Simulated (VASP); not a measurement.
# BaTiO3 in VASP: a series of runs, part 4 of 4

VASP 6.6.1.

## (5) Electric field gradients, PBE (equal xy, yz and zx shear strains of -3 %)

The input, INCAR:

```
ALGO = Normal
EDIFF = 1E-8
ENCUT = 520
GGA = PE
ISIF = 2
ISMEAR = -1
LASPH = True
LCHARG = False
LEFG = True
LREAL = False
LWAVE = False
NBANDS = 28
NELM = 80
PREC = Accurate
SIGMA = 0.05
```

The input, KPOINTS:

```
k-points
0
Gamma
  9 9 9
```

The input, POSCAR:

```
BaTiO3
1.0
    2.7684138588      1.5553739754      2.2508282611
   -2.8869224562      1.6402040201      2.3356583058
    0.0142106750     -3.2998759179      2.3667082572
Ba Ti O
1 1 3
Direct
    0.0000000000      0.0000000000      0.0000000000
    0.5140000000      0.5140000000      0.5140000000
    0.4916000000      0.4916000000      0.9815000000
    0.4916000000      0.9815000000      0.4916000000
    0.9815000000      0.4916000000      0.4916000000
```

Potentials or basis: VASP PAW PBE potentials, release 64 (Ba_sv, Ti_sv, O).

Launch:

```bash
> cat potpaw_PBE.64/Ba_sv/POTCAR potpaw_PBE.64/Ti_sv/POTCAR potpaw_PBE.64/O/POTCAR > POTCAR
> mpirun -np 1 vasp_std > vasp.out
```

OUTCAR:

```text
EDIFF = 1E-8
   ENCUT = 520
   GGA = PE
   ISIF = 2
   ISMEAR = -1
   LASPH = True
   LREAL = False
   NELM = 80
   PREC = Accurate

 ion  position               nearest neighbor table
   1  0.000  0.000  0.000-   3 2.75   4 2.79   4 2.79   4 2.80   3 2.83   5 2.83   3 2.83   3 2.84
                             5 2.86   5 2.87   4 2.88   5 2.93   2 3.38   2 3.40   2 3.44   2 3.46
   2  0.514  0.514  0.514-   5 1.82   3 1.90   4 1.90   5 2.08   4 2.16   3 2.17   1 3.38   1 3.40
                             1 3.44   1 3.46   1 3.46   1 3.51   1 3.53   1 3.57
   3  0.492  0.492  0.981-   2 1.90   2 2.17   1 2.75   1 2.83   1 2.83   1 2.84
   4  0.492  0.981  0.492-   2 1.90   2 2.16   1 2.79   1 2.79   1 2.80   1 2.88
   5  0.981  0.492  0.492-   2 1.82   2 2.08   1 2.83   1 2.86   1 2.87   1 2.93

  LATTYP: Found a triclinic cell.
 ALAT       =     5.5912093541
 B/A-ratio  =     0.6961356020
 C/A-ratio  =     1.0292820401
 COS(alpha) =     0.0022301304
 COS(beta)  =     0.5160256596
 COS(gamma) =     0.6876852300

  Lattice vectors:

 A1 = (   0.1185085974,  -3.1955779955,  -4.5864865669)
 A2 = (  -2.7684138588,  -1.5553739754,  -2.2508282611)
 A3 = (   2.8727117812,   1.6596718978,  -4.7023665630)

Analysis of symmetry for initial positions (statically):
=====================================================================
 Subroutine PRICEL returns:
 Original cell was already a primitive cell.

 Routine SETGRP: Setting up the symmetry group for a
 triclinic supercell.

 Subroutine GETGRP returns: Found  1 space group operations
 (whereof  1 operations were pure point group operations)
 out of a pool of  2 trial point group operations.

The static configuration has the point symmetry C_1 .

Analysis of symmetry for dynamics (positions and initial velocities):
=====================================================================
 Subroutine PRICEL returns:
 Original cell was already a primitive cell.

 Routine SETGRP: Setting up the symmetry group for a
 triclinic supercell.

 Subroutine GETGRP returns: Found  1 space group operations
 (whereof  1 operations were pure point group operations)
 out of a pool of  2 trial point group operations.

The dynamic configuration has the point symmetry C_1 .

 Subroutine INISYM returns: Found  1 space group operations
 (whereof  1 operations are pure point group operations),
 and found     1 'primitive' translations

----------------------------------------------------------------------------------------

                                     Primitive cell

  volume of cell :      64.1526

  direct lattice vectors                    reciprocal lattice vectors
     2.768413859  1.555373975  2.250828261     0.180651470  0.107021247  0.148133871
    -2.886922456  1.640204020  2.335658306    -0.173158456  0.101633279  0.142745903
     0.014210675 -3.299875918  2.366708257    -0.000919610 -0.202081121  0.140773769

  length of vectors
     3.892239890  4.059543104  4.060873181     0.256967206  0.246352526  0.246282114

  position of ions in fractional coordinates (direct lattice)
     0.000000000  0.000000000  0.000000000
[... 106 lines left out ...]
  Fermi-wavevector in a.u.,A,eV,Ry     =   1.398589  2.642949 26.613680  1.956050
  Thomas-Fermi vector in A             =   2.521732
   LORBIT       =      0    0 simple, 1 ext, 2 COOP (PROOUT), +10 PAW based schemes
   GGA     = PE    functional components
   LHFCALC =     F    Hartree Fock is set to
   AEXX    =    0.0000 exact exchange contribution
   IVDW    =     0    specifies the selected vdW correction
   LEPSILON=     F    determine dielectric tensor
   LRPA    =     F    only Hartree local field effects (RPA)
 non-spin polarized calculation
  energy-cutoff  :      520.00
  volume of cell :       64.15
 maximum number of plane-waves:      1747
 NGX is ok and might be reduce to    30
   NGX = 15   NGY = 15   NGZ = 15

 number of electron      40.0000007 magnetization

 Free energy of the ion-electron system (eV)
  ---------------------------------------------------
  ext. energy  EPLUGINS =         0.00000000
  ---------------------------------------------------
  free energy    TOTEN  =       -39.92828200 eV

  energy without entropy =      -39.92828200  energy(sigma->0) =      -39.92828200

 E-fermi :   4.9359     XC(G=0): -11.2381

 val. band max:        3.7635112646   @ k =  -0.4444  -0.4444   0.4444
 cond. band min:       6.0733686672   @ k =   0.0000   0.0000   0.0000
 fundamental gap:      2.3098574026
 Fermi energy:         4.9358927908

 k-point     1 :       0.0000    0.0000    0.0000
  band No.  band energies     occupation
      1     -52.5159      2.00000
      2     -28.8028      2.00000
      3     -28.7608      2.00000
      4     -28.7584      2.00000
      5     -21.0333      2.00000
      6     -13.1115      2.00000
[... 733 lines left out ...]
     27      10.6603      0.00000
     28      12.1944      0.00000

 [... further k-points ...]

------------------------ aborting loop because EDIFF is reached ----------------------------------------

  FORCE on cell =-STRESS in cart. coord.  units (eV):
  Direction    XX          YY          ZZ          XY          YZ          ZX
  --------------------------------------------------------------------------------------
  -------------------------------------------------------------------------------------
  Total        2.9547265      3.0569090      2.8569128      1.3958224      1.3291833      1.2730911
  in kB       73.7927009     76.3446536     71.3498549     34.8599112     33.1956363     31.7947633
  external PRESSURE =      73.8290698 kB  Pullay stress =       0.0000000 kB

 VOLUME and BASIS-vectors are now :
 -----------------------------------------------------------------------------
  energy-cutoff  :      520.00
  volume of cell :       64.15
      direct lattice vectors                 reciprocal lattice vectors
     2.768413859  1.555373975  2.250828261     0.180651470  0.107021247  0.148133871
    -2.886922456  1.640204020  2.335658306    -0.173158456  0.101633279  0.142745903
     0.014210675 -3.299875918  2.366708257    -0.000919610 -0.202081121  0.140773769

 POSITION                                       TOTAL-FORCE (eV/Angst)
 -----------------------------------------------------------------------------------
      0.00000      0.00000      0.00000        -0.020550     -0.013603      0.073973
     -0.05361     -0.05361      3.57394        -0.462884     -0.294314     -0.163843
     -0.04431     -1.66788      4.57764        -0.040460     -0.038153     -0.046267
     -1.46558      0.75226      4.56243        -0.029434      0.002060     -0.051065
      1.30497      0.71070      4.52087         0.553328      0.344009      0.187201
 -----------------------------------------------------------------------------------
    total drift:                                0.000050      0.000203      0.000246

  FREE ENERGIE OF THE ION-ELECTRON SYSTEM (eV)
  ---------------------------------------------------
  free  energy   TOTEN  =       -39.9282819961 eV

  energy  without entropy=      -39.9282819961  energy(sigma->0) =      -39.92828200

 Electric field gradients (V/A^2)
---------------------------------------------------------------------
 ion       V_xx      V_yy      V_zz      V_xy      V_xz      V_yz
---------------------------------------------------------------------
   1       7.484   -10.528     3.044    -6.218     1.320    -8.176
   2     -17.279     7.019    10.260   -14.577   -22.599   -10.751
   3     -13.535    10.846     2.689    -4.369    -4.822   -18.854
   4       4.736    -5.060     0.324   -12.907   -18.708     3.643
   5       2.126    -4.017     1.891     2.068     6.324     2.465
---------------------------------------------------------------------

 Electric field gradients after diagonalization (V/A^2)
 (convention: |V_zz| > |V_xx| > |V_yy|)
----------------------------------------------------------------------
 ion       V_xx      V_yy      V_zz     asymmetry (V_yy - V_xx)/ V_zz
----------------------------------------------------------------------
   1      11.598     3.919   -15.517       0.495
   2      23.435    13.844   -37.280       0.257
   3     -19.546    -6.515    26.061       0.500
   4     -19.467    -6.689    26.156       0.489
   5      -4.943    -4.172     9.115       0.085
----------------------------------------------------------------------

           NMR quadrupolar parameters

 Cq : quadrupolar parameter    Cq=e*Q*V_zz/h
 eta: asymmetry parameters     (V_yy - V_xx)/ V_zz
 Q  : nuclear electric quadrupole moment in mb (millibarn)
----------------------------------------------------------------------
 ion       Cq(MHz)       eta       Q (mb)
----------------------------------------------------------------------
   1      -0.038       0.495       1.000
   2      -0.090       0.257       1.000
   3       0.063       0.500       1.000
   4       0.063       0.489       1.000
   5       0.022       0.085       1.000
----------------------------------------------------------------------
```

OSZICAR:

```text
N       E                     dE             d eps       ncg     rms          rms(c)
DAV:   1     0.437847168411E+03    0.43785E+03   -0.20935E+04 20448   0.155E+03
DAV:   2    -0.389128648554E+01   -0.44174E+03   -0.42062E+03 23476   0.429E+02
DAV:   3    -0.483175820196E+02   -0.44426E+02   -0.44024E+02 28108   0.134E+02
[... 12 lines left out ...]
DAV:  16    -0.399282819590E+02    0.31067E-06   -0.15039E-06 26408   0.899E-03    0.165E-03
DAV:  17    -0.399282819826E+02   -0.23636E-07   -0.24220E-07 29304   0.383E-03    0.577E-04
DAV:  18    -0.399282820104E+02   -0.27757E-07   -0.18701E-08 19084   0.114E-03    0.610E-04
DAV:  19    -0.399282819986E+02    0.11818E-07   -0.13205E-08 17088   0.123E-03    0.170E-04
DAV:  20    -0.399282819961E+02    0.24497E-08   -0.23129E-09 13592   0.350E-04
   1 F= -.39928282E+02 E0= -.39928282E+02  d E =-.990670E-11
```

Wall time 16 min (1 thread of Oxide Virtual Turin-like, shared host); peak memory 0.64 GiB.

What came out:

```
Free energy                             : -39.9283 eV
Pressure                                : 7.4 GPa
Largest force                           : 0.678 eV/Å
Band gap on the k mesh                  : 2.31 eV (least direct gap 2.63 eV)
Largest electric field gradient by atom : Ba -15.5; Ti -37.3; O +26.1, +26.2, +9.1 V/Å²
```

Forces on the atoms (eV/Å):
```
Ba  -0.021 -0.014  0.074
Ti  -0.463 -0.294 -0.164
O   -0.040 -0.038 -0.046
O   -0.029  0.002 -0.051
O    0.553  0.344  0.187
```

Levels at points of the mesh, in eV from the valence-band top:
```tsv
k point	band 17	band 18	band 19	band 20	band 21	band 22	band 23	band 24
(0.00, 0.00, 0.00)	-1.01	-0.50	-0.41	-0.32	2.31	2.40	2.53	4.33
```

Electric field gradients, principal values (V/Å²):
```tsv
atom	least	middle	greatest (by size)
1 Ba	3.919	11.598	-15.517
2 Ti	13.844	23.435	-37.280
3 O	-6.515	-19.546	26.061
4 O	-6.689	-19.467	26.156
5 O	-4.172	-4.943	9.115
```

Caveat: the cell differs from its parent crystal (equal xy, yz and zx shear strains of -3 %); the cell stands under pressure; without QUAD_EFG the Cq values of the log hold for a quadrupole moment of 1 mb, not for the nuclei; spin-orbit coupling is left out, which moves the levels of the heavy elements. A k mesh can miss the band edges.

## (6) Electric field gradients, PBE (equal xy, yz and zx shear strains of +2 %)

The input, INCAR:

```
PREC = Accurate
ENCUT = 520
EDIFF = 1E-8
ISMEAR = -1
SIGMA = 0.05
LREAL = False
LASPH = True
NELM = 80
ALGO = Normal
ISIF = 2
LWAVE = False
LCHARG = False
GGA = PE
LEFG = True
NBANDS = 28
```

The input, KPOINTS:

```
Automatic mesh
0
Gamma
  9 9 9
```

POSCAR, as its differences from that of step 5:

```diff
@@ -2,5 +2,5 @@
 1.0
-    2.7684138588      1.5553739754      2.2508282611
-   -2.8869224562      1.6402040201      2.3356583058
-    0.0142106750     -3.2998759179      2.3667082572
+    2.8671710233      1.6840089696      2.3623338393
+   -2.7881652917      1.6274556064      2.3057804761
+   -0.0094737834     -3.2419326277      2.2850805086
 Ba Ti O
```

Potentials or basis: VASP PAW PBE potentials, release 64 (Ba_sv, Ti_sv, O).

Launch:

```bash
> cat potpaw_PBE.64/Ba_sv/POTCAR potpaw_PBE.64/Ti_sv/POTCAR potpaw_PBE.64/O/POTCAR > POTCAR
> mpirun -np 1 vasp_std > vasp.out
```

OUTCAR:

```text
PREC = Accurate
   ENCUT = 520
   EDIFF = 1E-8
   ISMEAR = -1
   LREAL = False
   LASPH = True
   NELM = 80
   ISIF = 2
   GGA = PE

 ion  position               nearest neighbor table
   1  0.000  0.000  0.000-   5 2.76   4 2.79   5 2.80   5 2.81   3 2.82   3 2.83   3 2.83   4 2.85
                             5 2.86   4 2.86   4 2.89   3 2.91   2 3.38   2 3.41   2 3.43   2 3.45
   2  0.514  0.514  0.514-   4 1.86   3 1.86   5 1.91   3 2.12   4 2.12   5 2.18   1 3.38   1 3.41
                             1 3.43   1 3.45   1 3.48   1 3.49   1 3.52   1 3.57
   3  0.492  0.492  0.981-   2 1.86   2 2.12   1 2.82   1 2.83   1 2.83   1 2.91
   4  0.492  0.981  0.492-   2 1.86   2 2.12   1 2.79   1 2.85   1 2.86   1 2.89
   5  0.981  0.492  0.492-   2 1.91   2 2.18   1 2.76   1 2.80   1 2.81   1 2.86

[... 987 lines left out ...]
   3      -8.458     7.523     0.935     2.890     3.474   -11.853
   4       3.932    -6.445     2.513    -5.584    -8.350     9.689
   5       5.008    -6.470     1.461    12.760    16.673    10.651
---------------------------------------------------------------------

 Electric field gradients after diagonalization (V/A^2)
 (convention: |V_zz| > |V_xx| > |V_yy|)
----------------------------------------------------------------------
 ion       V_xx      V_yy      V_zz     asymmetry (V_yy - V_xx)/ V_zz
----------------------------------------------------------------------
   1      -8.218    -2.425    10.644       0.544
   2     -17.073    -7.226    24.299       0.405
   3     -12.785    -3.748    16.533       0.547
   4     -12.644    -3.999    16.644       0.519
   5     -14.728   -13.279    28.006       0.052
----------------------------------------------------------------------

           NMR quadrupolar parameters

 Cq : quadrupolar parameter    Cq=e*Q*V_zz/h
 eta: asymmetry parameters     (V_yy - V_xx)/ V_zz
 Q  : nuclear electric quadrupole moment in mb (millibarn)
----------------------------------------------------------------------
 ion       Cq(MHz)       eta       Q (mb)
----------------------------------------------------------------------
   1       0.026       0.544       1.000
   2       0.059       0.405       1.000
   3       0.040       0.547       1.000
   4       0.040       0.519       1.000
   5       0.068       0.052       1.000
----------------------------------------------------------------------
```

OSZICAR:

```text
N       E                     dE             d eps       ncg     rms          rms(c)
DAV:   1     0.439474584719E+03    0.43947E+03   -0.20936E+04 20448   0.155E+03
DAV:   2    -0.409155577976E+01   -0.44357E+03   -0.42244E+03 23504   0.429E+02
DAV:   3    -0.483313379799E+02   -0.44240E+02   -0.43848E+02 28068   0.134E+02
[... 12 lines left out ...]
DAV:  16    -0.399643141480E+02    0.30436E-06   -0.14755E-06 26172   0.101E-02    0.158E-03
DAV:  17    -0.399643141778E+02   -0.29787E-07   -0.23986E-07 29124   0.389E-03    0.596E-04
DAV:  18    -0.399643142032E+02   -0.25401E-07   -0.17718E-08 16292   0.106E-03    0.547E-04
DAV:  19    -0.399643141899E+02    0.13283E-07   -0.93420E-09 16328   0.105E-03    0.207E-04
DAV:  20    -0.399643141863E+02    0.36262E-08   -0.26882E-09 13624   0.444E-04
   1 F= -.39964314E+02 E0= -.39964314E+02  d E =-.707076E-11
```

stdout:

```text
POSCAR found type information on POSCAR BaTiO
 POSCAR found :  3 types and       5 ions
 scaLAPACK will be used
 LDA part: xc-table for (Slater+PW92), standard interpolation
 POSCAR, INCAR and KPOINTS ok, starting setup
 FFT: planning ... GRIDC
 FFT: planning ... GRID_SOFT
 FFT: planning ... GRID
 WAVECAR not read
 entering main loop
ion   1
     0.0000600    -0.0780556    -0.0995996    -0.0422535    -0.0289587     0.0735193
     0.0000826    -0.0780556    -0.0995996    -0.0422535    -0.0289587     0.0735193
     0.0001137    -0.0780556    -0.0995996    -0.0422535    -0.0289587     0.0735193
     0.0001566    -0.0780556    -0.0995996    -0.0422535    -0.0289587     0.0735193

     0.0000600    -4.5863210    -5.7338171    -2.6507967    -2.0318112     3.9598072
     0.0000826    -4.5857721    -5.7331067    -2.6504254    -2.0316193     3.9592521
     0.0001137    -4.5849164    -5.7319971    -2.6498414    -2.0313246     3.9583800
     0.0001566    -4.5835884    -5.7302720    -2.6489270    -2.0308744     3.9570156
[... 34 lines left out ...]
ion   5
     0.0000293    -2.8255922    -2.4431442    -0.4986139    -3.7165605    -1.1532225
     0.0000403    -2.8255922    -2.4431442    -0.4986139    -3.7165605    -1.1532225
     0.0000555    -2.8255922    -2.4431441    -0.4986139    -3.7165604    -1.1532224
     0.0000765    -2.8255921    -2.4431441    -0.4986139    -3.7165603    -1.1532224

     0.0000293   -10.3296459    -8.7511987    -1.3070263   -13.5467311    -4.4832369
     0.0000403   -10.3296440    -8.7511971    -1.3070261   -13.5467286    -4.4832360
     0.0000555   -10.3296407    -8.7511944    -1.3070257   -13.5467243    -4.4832346
     0.0000765   -10.3296353    -8.7511898    -1.3070251   -13.5467172    -4.4832322
```

Wall time 21 min (1 thread of Oxide Virtual Turin-like, shared host); peak memory 0.64 GiB.

What came out:

```yaml
Free_energy: -39.9643 eV
Pressure: 7.1 GPa
Largest_force: 0.359 eV/Å
Band_gap_on_the_k_mesh: 2.35 eV (least direct gap 2.69 eV)
Largest_electric_field_gradient_by_atom: Ba +10.6; Ti +24.3; O +16.5, +16.6, +28.0 V/Å²
```

Forces on the atoms (eV/Å):
```
Ba   0.018  0.009  0.075
Ti   0.267  0.176 -0.149
O    0.025 -0.341  0.070
O   -0.299  0.183  0.077
O   -0.011 -0.028 -0.073
```

Stress tensor (GPa, compression positive):
```
 7.34 -2.14 -1.90
-2.14  7.02 -2.06
-1.90 -2.06  6.83
```

Electric field gradients, principal values (V/Å²):
```csv
atom,least,middle,greatest (by size)
1 Ba,-2.425,-8.218,10.644
2 Ti,-7.226,-17.073,24.299
3 O,-3.748,-12.785,16.533
4 O,-3.999,-12.644,16.644
5 O,-13.279,-14.728,28.006
```

Caveat: the cell differs from its parent crystal (equal xy, yz and zx shear strains of +2 %); the cell stands under pressure; without QUAD_EFG the Cq values of the log hold for a quadrupole moment of 1 mb, not for the nuclei; spin-orbit coupling is left out, which moves the levels of the heavy elements.

## (7) The runs side by side

```csv
potentials or basis,cell,cutoff (eV),gap on the mesh (eV),pressure (GPa),largest force (eV/Å)
"VASP PAW PBE potentials, release 64 (Ba_sv, Ti_sv, O)","a = 4.031 Å, angles 90.2°, 5 atoms",520,2.33,3.2,0.08
"VASP PAW PBE potentials, release 64 (Ba_sv, Ti_sv, O_h)","a = 4.057 Å, angles 89.9°, 5 atoms",910,2.29,-0.3,0.29
"VASP PAW PBE potentials, release 64 (Ba_sv, Ti_sv, O)","a = 3.892, b = 4.060, c = 4.061 Å, angles 89.7, 89.2, 90.7°, 5 atoms",520,2.31,7.4,0.68
"VASP PAW PBE potentials, release 64 (Ba_sv, Ti_sv, O)","a = 4.079, b = 3.967, c = 3.966 Å, angles 89.9, 90.3, 89.3°, 5 atoms",520,2.35,7.1,0.36
```

Alike in all rows: task electric field gradients; level PBE; no spin polarisation; k mesh 9 × 9 × 9; smearing fermi-dirac 0.05 eV.

Caveats: spin-orbit coupling is left out, which moves the levels of the heavy elements; the cell stands under pressure (at least some runs).

Absolute energies hang on the potentials; compare differences alone.
